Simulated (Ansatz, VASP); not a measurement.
## Rb: VASP beside Ansatz

File INCAR:

```
PREC = Accurate ; ENCUT = 520
EDIFF = 1E-6 ; ISMEAR = 0
SIGMA = 0.15 ; LREAL = F
LASPH = T ; NELM = 80
ALGO = Fast ; ISIF = 2
LWAVE = F ; LCHARG = F
GGA = PE ; NBANDS = 10
```

KPOINTS

```
regular mesh
0
Gamma
  12 12 12
```

POSCAR

```
Rb
1.0
   -2.8060000000      2.8586125000      2.8586125000
    2.8060000000     -2.7533875000      2.7533875000
    2.8060000000      2.7533875000     -2.7533875000
Rb
1
Direct
    0.0000000000      0.0000000000      0.0000000000
```

Input for Ansatz:

```yaml
crystal:
  lattice:
    - [-2.806, 2.8586125, 2.8586125]
    - [2.806, -2.7533875, 2.7533875]
    - [2.806, 2.7533875, -2.7533875]
  atoms:
    - { symbol: Rb, position: [0.0, 0.0, 0.0] }
basis:
  ecutwfc: 420
kpoints:
  mp_grid: { grid: [12, 12, 12] }
hamiltonian:
  xc: pbe
scf:
  occupations: { method: gaussian, width: 0.15 }
output:
  forces: true
  stress: true
  eigenvalues: true
```

Change from the starting cell: strain +0.0375 x Voigt [0, 0, 0, 1, 0, 0], atoms carried along.

Alike in both runs: task single point; functional PBE; k mesh 12 × 12 × 12; occupations gaussian, width 0.15 eV; no spin polarisation.

```csv
,VASP,Ansatz
version,VASP 6.6.1,Ansatz 0.2.0
potentials or method,"VASP PAW PBE potentials, release 64 (Rb_sv), cutoff 520 eV","scalar-relativistic, plane waves, PAW"
valence electrons in the cell,9,9
```

|  | VASP | Ansatz | Ansatz less VASP |
| --- | --- | --- | --- |
| gap on the k mesh at the Fermi level (eV) | none | none | - |
| pressure (GPa) | 0.1 | 0.1 | 0.00 |
| traceless stress, the component that is largest in VASP (GPa) | -0.07 | -0.07 | 0.000 |

A gap of «none» marks a metal or a gap that the smearing closes. With one functional, cell and mesh, what is left measures potentials, basis and numerics.
